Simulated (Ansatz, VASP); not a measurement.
## Two plane-wave programs on Sc

```xyz
1
Lattice="2.9101 0.0000 0.0000 0.0000 2.9101 0.0000 0.0000 0.0000 2.9101" Properties=species:S:1:pos:R:3 pbc="T T T"
Sc    0.0000    0.0000    0.0000
```

Alike in both runs: functional PBEsol; k mesh 14 × 14 × 14; occupations gaussian, width 0.1 eV; no spin polarisation.

Ansatz relaxed the structure, and its values are those at the end. VASP's run is a single point on that final structure, the one shown.

```csv
,VASP,Ansatz
version,VASP 6.6.1,Ansatz 0.2.0
potentials or method,"VASP PAW PBE potentials, release 64 (Sc_sv), cutoff 520 eV","scalar-relativistic, plane waves, PAW"
valence electrons in the cell,11,11
```

|  | VASP | Ansatz | Ansatz less VASP |
| --- | --- | --- | --- |
| gap on the k mesh at the Fermi level (eV) | none | none | - |
| pressure (GPa) | 0.0 | 0.0 | -0.01 |

VASP's potentials were made for PBE, not for PBEsol. A gap of «none» marks a metal or a gap that the smearing closes.
